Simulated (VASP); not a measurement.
Ba2Ir:

```
Ba Ir
1.0
     5.37734    0.00000    0.00000
    -2.68867    4.65692    0.00000
     0.00000    0.00000    3.36798
Ba Ir
2 1
Direct
  0.33333 0.66667 0.50000
  0.66667 0.33333 0.50000
  0.00000 0.00000 0.00000
```

```yaml
Program: VASP 6.6.1
Task: relaxation of cell and atoms
Functional: PBE
Potentials_or_basis: VASP PAW PBE potentials, release 64 (Ba_sv, Ir)
Cutoff: 600 eV
k_mesh: 6 × 6 × 6
Occupations: gaussian, width 0.1 eV
Spin: no spin polarisation
```

At the start: pressure 2.1 GPa; volume 28.11 Å³/atom.

Q: How do energy, volume and symmetry change on relaxing?

A: Over 3 steps the energy falls by 8.4 meV/atom and the volume is 29.20 Å³/atom (+3.9 %); space group P6/mmm (No. 191, to 0.1 Å) before and after.

The path:
```csv
step,energy change (eV),largest force (eV/Å),pressure (GPa),volume (Å³)
1,0.0000,0.0000,2.11,84.34
2,-0.0215,0.0000,-0.69,88.94
3,-0.0252,0.0000,0.03,87.60
```

Final structure:
```
Ba Ir
1.0
     5.46888    0.00000    0.00000
    -2.73444    4.73619    0.00000
     0.00000    0.00000    3.38197
Ba Ir
2 1
Direct
  0.33333 0.66667 0.50000
  0.66667 0.33333 0.50000
  0.00000 0.00000 0.00000
```
